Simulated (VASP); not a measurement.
# ZrC (P1) in VASP: single point with PBE

Aim: the single point of ZrC with PBE.

Everything below comes from runs of VASP 6.6.1. Logs are shortened: lines on timing, memory, paths and dates and some standing lists are left out, and cuts for length are marked.

## Step 1: The cell of the first run

The typed cell holds 4 atoms: a = 3.881 Å, b = 3.933 Å, c = 4.690 Å, α = 89.10°, β = 90.91°, γ = 120.52°.

## Step 2: Single point, PBE (atoms moved at random and the cell strained at random)

The input, INCAR:

```
PREC = Accurate
ENCUT = 520
EDIFF = 1E-6
ISMEAR = 0
SIGMA = 0.05
LREAL = False
LASPH = True
NELM = 60
ALGO = Normal
ISIF = 2
LWAVE = False
LCHARG = False
GGA = PE
NBANDS = 24
```

The input, KPOINTS:

```
regular mesh
0
Gamma
  12 12 6
```

The input, POSCAR:

```
ZrC
1.0
    3.8808386919     -0.0326061600     -0.0306673513
   -1.9686571089      3.4041972036      0.0307556201
   -0.0372258462      0.0216160738      4.6900181113
Zr C
2 2
Direct
    0.6689787345      0.3306332222      0.0729153150
    0.3332482646      0.6643602825      0.5523782669
    0.6673181971      0.3396327674      0.5635644493
    0.3304548037      0.6653737279      0.0615419688
```

Potentials or basis: VASP PAW PBE potentials, release 64 (Zr_sv, C).

Command:

```
$ cat potpaw_PBE.64/Zr_sv/POTCAR potpaw_PBE.64/C/POTCAR > POTCAR
$ mpirun -np 1 vasp_std > vasp.out
```

OUTCAR:

```text
PREC = Accurate
   ENCUT = 520
   EDIFF = 1E-6
   ISMEAR = 0
   LREAL = False
   LASPH = True
   NELM = 60
   ISIF = 2
   GGA = PE

 ion  position               nearest neighbor table
   1  0.669  0.331  0.073-   4 2.21   4 2.25   4 2.28   3 2.30   3 2.39   2 3.15   2 3.17   2 3.22
                             2 3.30   2 3.32   2 3.34
   2  0.333  0.664  0.552-   3 2.23   3 2.23   3 2.29   4 2.30   4 2.39   1 3.15   1 3.17   1 3.22
                             1 3.30   1 3.32   1 3.34
   3  0.667  0.340  0.564-   2 2.23   2 2.23   2 2.29   1 2.30   1 2.39
   4  0.330  0.665  0.062-   1 2.21   1 2.25   1 2.28   2 2.30   2 2.39

  LATTYP: Found a triclinic cell.
 ALAT       =     3.9325710828
 B/A-ratio  =     0.9856373206
 C/A-ratio  =     1.1926588376
 COS(alpha) =     0.0001161717
 COS(beta)  =     0.0157831896
 COS(gamma) =     0.5060116950

  Lattice vectors:

 A1 = (   1.9686571089,  -3.4041972036,  -0.0307556201)
 A2 = (  -1.9121815830,  -3.3715910436,  -0.0000882688)
 A3 = (   0.0372258462,  -0.0216160738,  -4.6900181113)

Analysis of symmetry for initial positions (statically):
=====================================================================
 Subroutine PRICEL returns:
 Original cell was already a primitive cell.

 Routine SETGRP: Setting up the symmetry group for a
 triclinic supercell.

 Subroutine GETGRP returns: Found  1 space group operations
 (whereof  1 operations were pure point group operations)
 out of a pool of  2 trial point group operations.

The static configuration has the point symmetry C_1 .

Analysis of symmetry for dynamics (positions and initial velocities):
=====================================================================
 Subroutine PRICEL returns:
 Original cell was already a primitive cell.

 Routine SETGRP: Setting up the symmetry group for a
 triclinic supercell.

 Subroutine GETGRP returns: Found  1 space group operations
 (whereof  1 operations were pure point group operations)
 out of a pool of  2 trial point group operations.

The dynamic configuration has the point symmetry C_1 .

 Subroutine INISYM returns: Found  1 space group operations
 (whereof  1 operations are pure point group operations),
 and found     1 'primitive' translations

----------------------------------------------------------------------------------------

                                     Primitive cell

  volume of cell :      61.6543

  direct lattice vectors                    reciprocal lattice vectors
     3.880838692 -0.032606160 -0.030667351     0.258945108  0.149736373  0.001365184
    -1.968657109  3.404197204  0.030755620     0.002469585  0.295195298 -0.001340940
    -0.037225846  0.021616074  4.690018111     0.001677010 -0.000956691  0.213236513

  length of vectors
     3.881096830  3.932571083  4.690215656     0.299124412  0.295208674  0.213245253

  position of ions in fractional coordinates (direct lattice)
     0.668978735  0.330633222  0.072915315
     0.333248265  0.664360282  0.552378267
     0.667318197  0.339632767  0.563564449
     0.330454804  0.665373728  0.061541969

  ion indices of the primitive-cell ions
   primitive index   ion index
                 1           1
                 2           2
                 3           3
                 4           4

----------------------------------------------------------------------------------------

 KPOINTS: regular mesh

Automatic generation of k-mesh.
 Grid dimensions read from file:
 generate k-points for:   12   12    6

 Generating k-lattice:

  Cartesian coordinates                     Fractional coordinates (reciprocal lattice)
     0.021578759  0.012478031  0.000113765     0.083333333  0.000000000  0.000000000
     0.000205799  0.024599608 -0.000111745    -0.000000000  0.083333333 -0.000000000
     0.000279502 -0.000159448  0.035539419    -0.000000000  0.000000000  0.166666667

  Length of vectors
     0.024927034  0.024600723  0.035540876

  Shift w.r.t. Gamma in fractional coordinates (k-lattice)
     0.000000000  0.000000000  0.000000000

 Subroutine IBZKPT returns following result:
 ===========================================

 Found    436 irreducible k-points:

 Following reciprocal coordinates:
            Coordinates               Weight
  0.000000  0.000000  0.000000      1.000000
  0.083333  0.000000  0.000000      2.000000
  0.166667  0.000000  0.000000      2.000000
  0.250000 -0.000000 -0.000000      2.000000
  0.333333  0.000000 -0.000000      2.000000
  0.416667  0.000000  0.000000      2.000000
[... 16 lines left out ...]
  0.250000  0.166667  0.000000      2.000000
  0.333333  0.166667  0.000000      2.000000
 [... further k-points ...]
   k-points           NKPTS =    436   k-points in BZ     NKDIM =    436   number of bands    NBANDS=     24
   number of dos      NEDOS =    301   number of ions     NIONS =      4
   total plane-waves  NPLWV =  32400
   dimension x,y,z NGX =    30 NGY =   30 NGZ =   36
   dimension x,y,z NGXF=    60 NGYF=   60 NGZF=   72
   ions per type =               2   2
   NGX,Y,Z   is equivalent  to a cutoff of  12.85, 12.68, 12.76 a.u.
   NGXF,Y,Z  is equivalent  to a cutoff of  25.70, 25.36, 25.52 a.u.
 SYSTEM =  unknown system
   PREC   = accura    normal or accurate (medium, high low for compatibility)
   ISTART =      0    job   : 0-new  1-cont  2-samecut
   ICHARG =      2    charge: 1-file 2-atom 10-const
   ISPIN  =      1    spin polarized calculation?
   LNONCOLLINEAR =      F non collinear calculations
   LSORBIT =      F    spin-orbit coupling
   LASPH  =      T    aspherical Exc in radial PAW
   ENCUT  =  520.0 eV  38.22 Ry    6.18 a.u.   7.22  7.31  8.72*2*pi/ulx,y,z
   NELM   =     60;   NELMIN=  2; NELMDL= -5     # of ELM steps
   EDIFF  = 0.1E-05   stopping-criterion for ELM
   LREAL  =      F    real-space projection
   EDIFFG = 0.1E-04   stopping-criterion for IOM
   NSW    =      0    number of steps for IOM
   IBRION =     -1    ionic relax: 0-MD 1-quasi-New 2-CG
   NFREE  =      0    steps in history (QN), initial steepest desc. (CG)
   ISIF   =      2    stress and relaxation
   ISYM   =      2    0-nonsym 1-usesym 2-fastsym
   POTIM  = 0.5000    time-step for ionic-motion
   TEBEG  =    0.0;   TEEND  =   0.0 temperature during run
   PSTRESS=    0.0 pullay stress
   NELECT =      32.0000    total number of electrons
   NUPDOWN=      -1.0000    fix difference up-down
   EMIN   =  10.00;   EMAX   =-10.00  energy-range for DOS
   EFERMI =   0.00;   METHOD = LEGACY
   ISMEAR =     0;   SIGMA  =   0.05  broadening in eV -4-tet -1-fermi 0-gaus
   EFERMI_NEDOS =   21; number of points for ismear=-14 and -15
   IALGO  =     38    algorithm
   IMIX   =      4    mixing-type and parameters
     AMIX     =   0.40;   BMIX     =  1.00
     AMIX_MAG =   1.60;   BMIX_MAG =  1.00
  volume/ion in A,a.u.               =      15.41       104.02
  Fermi-wavevector in a.u.,A,eV,Ry     =   1.315640  2.486199 23.550435  1.730908
  Thomas-Fermi vector in A             =   2.445808
   LORBIT       =      0    0 simple, 1 ext, 2 COOP (PROOUT), +10 PAW based schemes
   GGA     = PE    functional components
   LHFCALC =     F    Hartree Fock is set to
   AEXX    =    0.0000 exact exchange contribution
   IVDW    =     0    specifies the selected vdW correction
   LEPSILON=     F    determine dielectric tensor
   LRPA    =     F    only Hartree local field effects (RPA)
 non-spin polarized calculation
 Gauss-broadening in eV      SIGMA  =   0.05
  energy-cutoff  :      520.00
  volume of cell :       61.65
 maximum number of plane-waves:      1676
 NGX is ok and might be reduce to    30
   NGX = 15   NGY = 15   NGZ = 17

 number of electron      32.0000001 magnetization

 Free energy of the ion-electron system (eV)
  ---------------------------------------------------
  ext. energy  EPLUGINS =         0.00000000
  ---------------------------------------------------
  free energy    TOTEN  =       -37.78289346 eV

  energy without entropy =      -37.78211644  energy(sigma->0) =      -37.78250495

 E-fermi :   7.3191     XC(G=0): -11.0192

 val. band max:        7.3164048872   @ k =   0.2500   0.2500  -0.0000
 cond. band min:       7.3195389759   @ k =   0.3333   0.1667   0.0000
 fundamental gap:      0.0031340888
 Fermi energy:         7.3191145324

 k-point     1 :       0.0000    0.0000    0.0000
  band No.  band energies     occupation
      1     -40.6594      2.00000
      2     -40.5231      2.00000
      3     -19.0191      2.00000
      4     -18.8036      2.00000
      5     -18.7881      2.00000
      6     -18.5518      2.00000
[... 16 lines left out ...]
     23      14.8635      0.00000
     24      15.5403      0.00000

 k-point     2 :       0.0833    0.0000    0.0000
  band No.  band energies     occupation
      1     -40.6566      2.00000
      2     -40.5246      2.00000
      3     -19.0083      2.00000
      4     -18.8137      2.00000
      5     -18.7957      2.00000
      6     -18.5576      2.00000
[... 16 lines left out ...]
     23      14.9792      0.00000
     24      15.1578      0.00000

 k-point     3 :       0.1667    0.0000    0.0000
  band No.  band energies     occupation
      1     -40.6486      2.00000
      2     -40.5291      2.00000
      3     -18.9776      2.00000
      4     -18.8414      2.00000
      5     -18.8149      2.00000
      6     -18.5956      2.00000
[... 16 lines left out ...]
     23      14.2266      0.00000
     24      14.3747      0.00000

 k-point     4 :       0.2500   -0.0000   -0.0000
  band No.  band energies     occupation
      1     -40.6363      2.00000
      2     -40.5365      2.00000
      3     -18.9344      2.00000
      4     -18.8774      2.00000
      5     -18.8380      2.00000
      6     -18.6452      2.00000
[... 16 lines left out ...]
     23      13.2770      0.00000
     24      13.6492      0.00000

 k-point     5 :       0.3333    0.0000   -0.0000
  band No.  band energies     occupation
      1     -40.6216      2.00000
      2     -40.5463      2.00000
      3     -18.9277      2.00000
      4     -18.8833      2.00000
      5     -18.8472      2.00000
      6     -18.6876      2.00000
[... 16 lines left out ...]
     23      12.7644      0.00000
     24      12.9029      0.00000

 k-point     6 :       0.4167    0.0000    0.0000
  band No.  band energies     occupation
      1     -40.6073      2.00000
      2     -40.5570      2.00000
      3     -18.9535      2.00000
      4     -18.8882      2.00000
      5     -18.8224      2.00000
      6     -18.6998      2.00000
[... 16 lines left out ...]
     23      12.8442      0.00000
     24      13.2229      0.00000
[... 379 lines left out ...]
 k-point    21 :       0.0833    0.1667    0.0000
  band No.  band energies     occupation
      1     -40.6416      2.00000
      2     -40.5334      2.00000
      3     -18.9529      2.00000
      4     -18.8580      2.00000
      5     -18.8318      2.00000
      6     -18.6247      2.00000
[... 16 lines left out ...]
     23      13.6417      0.00000
     24      13.8975      0.00000

 k-point    22 :       0.1667    0.1667   -0.0000
  band No.  band energies     occupation
      1     -40.6300      2.00000
      2     -40.5408      2.00000
      3     -18.9231      2.00000
      4     -18.8774      2.00000
      5     -18.8530      2.00000
      6     -18.6595      2.00000
[... 16 lines left out ...]
     23      12.7966      0.00000
     24      13.4633      0.00000

 k-point    23 :       0.2500    0.1667    0.0000
  band No.  band energies     occupation
      1     -40.6159      2.00000
      2     -40.5506      2.00000
      3     -18.9338      2.00000
      4     -18.8868      2.00000
      5     -18.8332      2.00000
      6     -18.6918      2.00000
[... 16 lines left out ...]
     23      12.5629      0.00000
     24      13.0542      0.00000

 k-point    24 :       0.3333    0.1667    0.0000
  band No.  band energies     occupation
      1     -40.6016      2.00000
      2     -40.5618      2.00000
      3     -18.9596      2.00000
      4     -18.8859      2.00000
      5     -18.8089      2.00000
      6     -18.6958      2.00000
[... 16 lines left out ...]
     23      12.7617      0.00000
     24      13.2421      0.00000

 [... further k-points ...]

------------------------ aborting loop because EDIFF is reached ----------------------------------------

  FORCE on cell =-STRESS in cart. coord.  units (eV):
  Direction    XX          YY          ZZ          XY          YZ          ZX
  --------------------------------------------------------------------------------------
  -------------------------------------------------------------------------------------
  Total        0.4588721     -0.1824957      0.9081372      0.5803540     -0.3957799      0.8301620
  in kB       11.9244616     -4.7424164     23.5992713     15.0813457    -10.2849181     21.5729719
  external PRESSURE =      10.2604388 kB  Pullay stress =       0.0000000 kB

 VOLUME and BASIS-vectors are now :
 -----------------------------------------------------------------------------
  energy-cutoff  :      520.00
  volume of cell :       61.65
      direct lattice vectors                 reciprocal lattice vectors
     3.880838692 -0.032606160 -0.030667351     0.258945108  0.149736373  0.001365184
    -1.968657109  3.404197204  0.030755620     0.002469585  0.295195298 -0.001340940
    -0.037225846  0.021616074  4.690018111     0.001677010 -0.000956691  0.213236513

 POSITION                                       TOTAL-FORCE (eV/Angst)
 -----------------------------------------------------------------------------------
      1.94258      1.10530      0.33163        -0.522489      0.056952     -1.249558
     -0.03518      2.26269      2.60088         0.111541      0.297629      1.250697
      1.90015      1.14660      2.63311         0.075693     -0.370673     -0.145167
     -0.02974      2.25562      0.29896         0.335254      0.016092      0.144027
 -----------------------------------------------------------------------------------
    total drift:                                0.000006     -0.000070      0.000065

  FREE ENERGIE OF THE ION-ELECTRON SYSTEM (eV)
  ---------------------------------------------------
  free  energy   TOTEN  =       -37.7828934611 eV

  energy  without entropy=      -37.7821164360  energy(sigma->0) =      -37.78250495
```

Run time: 9.1 min. Hardware: 1 thread of Intel Xeon Platinum 8259CL at 2.50GHz (Skylake/Cascade Lake), shared host; peak memory 0.6 GiB.

Results:

- Free energy: -37.7829 eV
- Pressure: 1.0 GPa
- Largest force: 1.356 eV/Å
- Band gap on the k mesh: zero (bands 16 and 17 overlap by 1.21 eV)

Forces on the atoms (eV/Å):
```
Zr  -0.522  0.057 -1.250
Zr   0.112  0.298  1.251
C    0.076 -0.371 -0.145
C    0.335  0.016  0.144
```

Caveat: the cell differs from its parent crystal (atoms moved at random and the cell strained at random); forces of over 1 eV/Å act on the atoms, so gaps and moduli don't describe the material at rest.
